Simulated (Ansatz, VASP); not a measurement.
# Two plane-wave programs on Co2O

The input POSCAR:

```
Co2O
1.0
    2.8058730000      0.0000000000      0.0000000000
    0.0000000000      4.5287290000      0.0000000000
    0.0000000000      0.0000000000      4.2717900000
Co O
4 2
Direct
    0.0000000000      0.3250000000      0.2610000000
    0.5000000000      0.1750000000      0.7610000000
    0.0000000000      0.6750000000      0.7390000000
    0.5000000000      0.8250000000      0.2390000000
    0.0000000000      0.0000000000      0.0000000000
    0.5000000000      0.5000000000      0.5000000000
```

The input INCAR.step1:

```
PREC = Accurate
ENCUT = 520
ISMEAR = -1
SIGMA = 0.1
LREAL = F
LASPH = T
NELM = 100
NBANDS = 33
GGA = PE
ALGO = Normal
EDIFF = 1E-4
LWAVE = T
LCHARG = F
```

The input INCAR.step2:

```
PREC = Accurate
ENCUT = 520
EDIFF = 1E-7
ISMEAR = -1
SIGMA = 0.1
LREAL = F
LASPH = T
NELM = 100
ALGO = Normal
ISIF = 2
LWAVE = F
LCHARG = F
METAGGA = R2SCAN
LMIXTAU = T
NBANDS = 33
ISTART = 1
```

KPOINTS

```
regular mesh
0
Gamma
  11 7 7
```

Input for Ansatz:

```yaml
crystal:
  lattice:
    - [2.805873, 0.0, 0.0]
    - [0.0, 4.528729, 0.0]
    - [0.0, 0.0, 4.27179]
  atoms:
    - { symbol: Co, position: [0.0, 0.325, 0.261] }
    - { symbol: Co, position: [0.5, 0.175, 0.761] }
    - { symbol: Co, position: [0.0, 0.675, 0.739] }
    - { symbol: Co, position: [0.5, 0.825, 0.239] }
    - { symbol: O, position: [0.0, 0.0, 0.0] }
    - { symbol: O, position: [0.5, 0.5, 0.5] }
  symmetry: { tolerance: 0.0003 }
kpoints:
  mp_grid: { grid: [11, 7, 7], shift: [0, 0, 0] }
  band_path:
    path:
      - [0.0, 0.0, 0.0]
      - [0.0, 0.0, -0.5]
      - [0.0, -0.5, -0.5]
      - [0.0, -0.5, 0.0]
      - [0.0, 0.0, 0.0]
      - [-0.5, 0.0, 0.0]
      - [-0.5, 0.0, -0.5]
      - [-0.5, -0.5, -0.5]
      - [-0.5, -0.5, 0.0]
      - [-0.5, 0.0, 0.0]
      - [0.0, 0.0, -0.5]
    npoints: 6
magnetization:
  spin_polarized: false
scf:
  occupations: { method: fermi_dirac }
  lower_state_search: "off"
  max_iter: 200
hamiltonian:
  pseudopotentials: { kind: paw }
  xc: r2scan
basis:
  ecutwfc: 500
  fft_grid_basis: typed
output:
  forces: true
  stress: true
  eigenvalues: true
  bader: true
  populations: true
  elf: true
  write_potential: true
  volumetric_format: npy
  dos:
    e_range: [-12, 8]
    de: 0.05
    projected: { site_lists: { Co: [Co], O: [O] } }
checkpoint:
  read: saved_state
```

Alike in both runs: task single point; functional r2SCAN; k mesh 11 × 7 × 7; no spin polarisation.

```csv
,VASP,Ansatz
version,VASP 6.6.1,Ansatz 0.2.0
potentials or method,"VASP PAW PBE potentials, release 64 (Co, O), cutoff 520 eV",PAW plane waves
occupations,"fermi-dirac, width 0.1 eV",fermi-dirac
valence electrons in the cell,48,80
```

Ansatz gave:

```
pressure (GPa)                                                : 13.0
traceless stress, the component that is largest in VASP (GPa) : 8.28
rms of the force components (eV/Å)                            : 0.230
```

**Question.** Which values does VASP return?

**Answer.** Pressure (GPa): 14.7; traceless stress, the component that is largest in VASP (GPa): 8.12; rms of the force components (eV/Å): 0.235.

VASP's potentials were made for PBE, not for r2SCAN. Atom by atom the forces differ by 0.011 eV/Å (rms over components). VASP's potentials hold 48 valence electrons a cell and Ansatz's 80, so a difference there can come from the potentials and not from the codes.
